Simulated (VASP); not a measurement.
# Ti4C in VASP: relaxation of the atoms with PBEsol

Aim: the relaxation of the atoms of Ti4C with PBEsol.

Program: VASP 6.6.1. These are calculated values, not measurements. Logs are shortened: lines on timing, memory, paths and dates and some standing lists are left out, and cuts for length are marked.

## 1. The cell of the first run

The cell holds a slab with vacuum, 5 atoms: a = 2.868 Å, b = 4.055 Å, c = 19.605 Å, α = 90.00°, β = 90.00°, γ = 90.00°.

## 2. Relaxation of the atoms, PBEsol

Input file INCAR:

```
SYSTEM = Ti4C
PREC = Accurate ; ENCUT = 520
EDIFF = 1E-7 ; ISMEAR = 0
SIGMA = 0.1 ; LREAL = .FALSE.
LASPH = .TRUE. ; NELM = 100
ALGO = Normal ; ISIF = 2
LWAVE = .FALSE. ; LCHARG = .FALSE.
LDIPOL = .TRUE. ; IDIPOL = 3
DIPOL = 0.5 0.5 0.340 ; GGA = PS
IBRION = 2 ; NSW = 36
EDIFFG = -0.025 ; KPAR = 4
```

Input file KPOINTS:

```
Automatic mesh
0
G
  9 7 1
  0 0 0
```

Input file POSCAR:

```
Ti4C
1.0
    2.8676282151      0.0000000000      0.0000000000
    0.0000000000      4.0554387137      0.0000000000
    0.0000000000      0.0000000000     19.6054200203
Ti C
4 1
Selective dynamics
Direct
    0.5000000000      0.5000000000      0.2040252132  F F F
    0.0000000000      0.0000000000      0.2771587704  F F F
    0.5000000000      0.5000000000      0.3434213386  F F F
    0.0000000000      0.0000000000      0.4134275120  F F F
    0.3333333333      0.4000000000      0.4613734371  F F T
```

Potentials or basis: VASP PAW PBE potentials, release 64 (Ti_sv, C).

Launch:

```console
$ cat potpaw_PBE.64/Ti_sv/POTCAR potpaw_PBE.64/C/POTCAR > POTCAR
$ mpirun -np 4 vasp_std > vasp.out
```

OUTCAR:

```text
SYSTEM = Ti4C
   PREC = Accurate
   ENCUT = 520
   EDIFF = 1E-7
   ISMEAR = 0
   LREAL = .FALSE.
   LASPH = .TRUE.
   NELM = 100
   ISIF = 2
   GGA = PS
   IBRION = 2
   NSW = 36
   EDIFFG = -0.025

 ion  position               nearest neighbor table
   1  0.500  0.500  0.204-   3 2.73   2 2.87   2 2.87   2 2.87   2 2.87
   2  0.000  0.000  0.277-   4 2.67   3 2.80   3 2.80   3 2.80   3 2.80   1 2.87   1 2.87   1 2.87
                             1 2.87
   3  0.500  0.500  0.343-   5 2.40   1 2.73   2 2.80   2 2.80   2 2.80   2 2.80   4 2.84   4 2.84
                             4 2.84   4 2.84
   4  0.000  0.000  0.413-   5 2.10   2 2.67   3 2.84   3 2.84   3 2.84   3 2.84
   5  0.333  0.400  0.461-   4 2.10   3 2.40

  LATTYP: Found a simple orthorhombic cell.
 ALAT       =     2.8676282151
 B/A-ratio  =     1.4142135624
 C/A-ratio  =     6.8368067789

  Lattice vectors:

 A1 = (   2.8676282151,   0.0000000000,   0.0000000000)
 A2 = (   0.0000000000,   4.0554387137,   0.0000000000)
 A3 = (   0.0000000000,   0.0000000000,  19.6054200203)

Analysis of symmetry for initial positions (statically):
=====================================================================
 Subroutine PRICEL returns:
 Original cell was already a primitive cell.

 Routine SETGRP: Setting up the symmetry group for a
 simple orthorhombic supercell.

 Subroutine GETGRP returns: Found  1 space group operations
 (whereof  1 operations were pure point group operations)
 out of a pool of  8 trial point group operations.

The static configuration has the point symmetry C_1 .

Analysis of symmetry for dynamics (positions and initial velocities):
=====================================================================
 Subroutine PRICEL returns:
 Original cell was already a primitive cell.

 Routine SETGRP: Setting up the symmetry group for a
 simple orthorhombic supercell.

 Subroutine GETGRP returns: Found  1 space group operations
 (whereof  1 operations were pure point group operations)
 out of a pool of  8 trial point group operations.

The dynamic configuration has the point symmetry C_1 .

Analysis of constrained symmetry for selective dynamics:
=====================================================================
 Subroutine PRICEL returns:
[... 140 lines left out ...]
   GGA     = PS    functional components
   LHFCALC =     F    Hartree Fock is set to
   AEXX    =    0.0000 exact exchange contribution
   IVDW    =     0    specifies the selected vdW correction
   LEPSILON=     F    determine dielectric tensor
   LRPA    =     F    only Hartree local field effects (RPA)
 conjugate gradient relaxation of ions
 non-spin polarized calculation
 Gauss-broadening in eV      SIGMA  =   0.10
  energy-cutoff  :      520.00
  volume of cell :      228.00
 maximum number of plane-waves:      6177
 NGX is ok and might be reduce to    24
   NGX = 11   NGY = 15   NGZ = 73

 dipolmoment           0.000000      0.000000     -0.055716 electrons x Angstroem

--------------------------------------- Ionic step        1  -------------------------------------------

 number of electron      52.0000015 magnetization

 Free energy of the ion-electron system (eV)
  ---------------------------------------------------
  ext. energy  EPLUGINS =         0.00000000
  ---------------------------------------------------
  free energy    TOTEN  =       -37.98349869 eV

  energy without entropy =      -37.95017782  energy(sigma->0) =      -37.96683826

------------------------ aborting loop because EDIFF is reached ----------------------------------------

  FORCE on cell =-STRESS in cart. coord.  units (eV):
  Direction    XX          YY          ZZ          XY          YZ          ZX
  --------------------------------------------------------------------------------------
  -------------------------------------------------------------------------------------
  Total       -2.2519292     -7.5004060     -3.7018894     -0.1060864      0.7838441     -0.2331796
  in kB      -15.8244443    -52.7058128    -26.0134037     -0.7454754      5.5081204     -1.6385671
  external PRESSURE =     -31.5145536 kB  Pullay stress =       0.0000000 kB
[... 65 lines left out ...]
--------------------------------------- Ionic step        3  -------------------------------------------

 number of electron      52.0000014 magnetization

 E-fermi :   0.0602     XC(G=0):  -4.7252

 val. band max:        0.0576742328   @ k =   0.2222   0.4286   0.0000
 cond. band min:       0.0658937016   @ k =   0.3333  -0.4286   0.0000
 fundamental gap:      0.0082194688
 Fermi energy:         0.0601807776

 k-point     1 :       0.0000    0.0000    0.0000
  band No.  band energies     occupation
      1     -56.6494      2.00000
      2     -56.5880      2.00000
      3     -56.0717      2.00000
      4     -55.7114      2.00000
      5     -33.1667      2.00000
      6     -33.1013      2.00000
[... 1001 lines left out ...]
--------------------------------------- Ionic step        8  -------------------------------------------

 number of electron      52.0000015 magnetization

 dipolmoment           0.000000      0.000000      0.106460 electrons x Angstroem

 Free energy of the ion-electron system (eV)
  ---------------------------------------------------
  ext. energy  EPLUGINS =         0.00000000
  ---------------------------------------------------
  free energy    TOTEN  =       -39.15083615 eV

  energy without entropy =      -39.11992390  energy(sigma->0) =      -39.13538003

 E-fermi :  -0.1653     XC(G=0):  -4.7606

 val. band max:       -0.1735852690   @ k =   0.2222   0.2857   0.0000
 cond. band min:      -0.1624485898   @ k =   0.0000   0.1429   0.0000
 fundamental gap:      0.0111366793
 Fermi energy:        -0.1652730798

 k-point     1 :       0.0000    0.0000    0.0000
  band No.  band energies     occupation
      1     -56.8592      2.00000
      2     -56.7694      2.00000
      3     -56.3207      2.00000
      4     -56.1380      2.00000
      5     -33.3644      2.00000
      6     -33.2968      2.00000
[... 808 lines left out ...]
 [... further k-points ...]

------------------------ aborting loop because EDIFF is reached ----------------------------------------

 vacuum level on the upper side and lower side of the slab       (xc-potential included)         0.656        -0.974

  FORCE on cell =-STRESS in cart. coord.  units (eV):
  Direction    XX          YY          ZZ          XY          YZ          ZX
  --------------------------------------------------------------------------------------
  -------------------------------------------------------------------------------------
  Total       -0.1521394     -5.5750242      3.6737958      1.0382402      0.2448086     -0.9935955
  in kB       -1.0690926    -39.1760371     25.8159883      7.2957778      1.7202851     -6.9820565
  external PRESSURE =      -4.8097138 kB  Pullay stress =       0.0000000 kB
[... 20 lines left out ...]
  FREE ENERGIE OF THE ION-ELECTRON SYSTEM (eV)
  ---------------------------------------------------
  free  energy   TOTEN  =       -39.1508361517 eV

  energy  without entropy=      -39.1199239004  energy(sigma->0) =      -39.13538003

 reached required accuracy - stopping structural energy minimisation

 vacuum level on the upper side and lower side of the slab         4.776         3.095
```

OSZICAR:

```text
N       E                     dE             d eps       ncg     rms          rms(c)
DAV:   1     0.597037475729E+03    0.59704E+03   -0.28324E+04  2408   0.163E+03
DAV:   2     0.420371343225E+02   -0.55500E+03   -0.54721E+03  2125   0.505E+02
DAV:   3    -0.331551605991E+02   -0.75192E+02   -0.73687E+02  3424   0.158E+02
[... 174 lines left out ...]
DAV:   8    -0.391508355801E+02    0.44652E-06   -0.52121E-06  2496   0.172E-02    0.298E-03
DAV:   9    -0.391508358221E+02   -0.24192E-06   -0.76847E-07  2147   0.659E-03    0.958E-04
DAV:  10    -0.391508359556E+02   -0.13359E-06   -0.80498E-08  1398   0.242E-03    0.411E-04
DAV:  11    -0.391508360761E+02   -0.12046E-06   -0.48527E-08  1272   0.172E-03    0.178E-04
DAV:  12    -0.391508361517E+02   -0.75582E-07   -0.16177E-08  1174   0.117E-03
   8 F= -.39150836E+02 E0= -.39135380E+02  d E =-.105311E-03
```

CONTCAR:

```text
Ti4C
   1.00000000000000
     2.8676282150999999    0.0000000000000000    0.0000000000000000
     0.0000000000000000    4.0554387137000001    0.0000000000000000
     0.0000000000000000    0.0000000000000000   19.6054200202999986
  Ti              C
     4     1
Selective dynamics
Direct
     0.5000000000000000    0.5000000000000000    0.2040252131999978   F   F   F
     0.0000000000000000    0.0000000000000000    0.2771587703999998   F   F   F
     0.5000000000000000    0.5000000000000000    0.3434213386000025   F   F   F
     0.0000000000000000    0.0000000000000000    0.4134275119999984   F   F   F
     0.3333333332999970    0.3999999999999986    0.4359402747383636   F   F   T

  0.00000000E+00  0.00000000E+00  0.00000000E+00
  0.00000000E+00  0.00000000E+00  0.00000000E+00
  0.00000000E+00  0.00000000E+00  0.00000000E+00
  0.00000000E+00  0.00000000E+00  0.00000000E+00
  0.00000000E+00  0.00000000E+00  0.00000000E+00
```

Wall time 11 min (4 MPI ranks of Intel Xeon Platinum 8375C at 2.90GHz (Ice Lake), shared host); peak memory 0.44 GiB.

What came out:

```
Free energy               : -39.1508 eV
Energy gained by relaxing : 233.5 meV/atom
Ionic steps               : 8
Band gap on the k mesh    : zero (bands 26 and 27 overlap by 0.31 eV)
```

Step by step:
```csv
step,energy change (eV),largest force on free atoms (eV/Å),pressure (GPa)
1,0.0000,3.5159,-3.15
2,-0.5626,3.0426,-2.59
3,-0.8559,3.8136,1.51
4,-1.0915,1.3852,-1.33
5,-1.1572,0.5882,-0.14
6,-1.1670,0.0980,-0.54
7,-1.1672,0.0570,-0.44
8,-1.1673,0.0034,-0.48
```

Final structure:
```yaml
crystal:
  lattice:
    - [2.86763, 0.00000, 0.00000]
    - [0.00000, 4.05544, 0.00000]
    - [0.00000, 0.00000, 19.60542]
  atoms:
    - { symbol: Ti, position: [0.50000, 0.50000, 0.20403] }
    - { symbol: Ti, position: [0.00000, 0.00000, 0.27716] }
    - { symbol: Ti, position: [0.50000, 0.50000, 0.34342] }
    - { symbol: Ti, position: [0.00000, 0.00000, 0.41343] }
    - { symbol: C, position: [0.33333, 0.40000, 0.43594] }
```

Levels at points of the mesh, in eV from the Fermi level:
```
           k point  band 24  band 25  band 26  band 27  band 28  band 29
(0.00, 0.00, 0.00)    -1.08    -0.15     0.15     0.38     0.40     0.63
```

Caveat: the PAW data sets were made with another functional, which shifts forces and pressure a little.
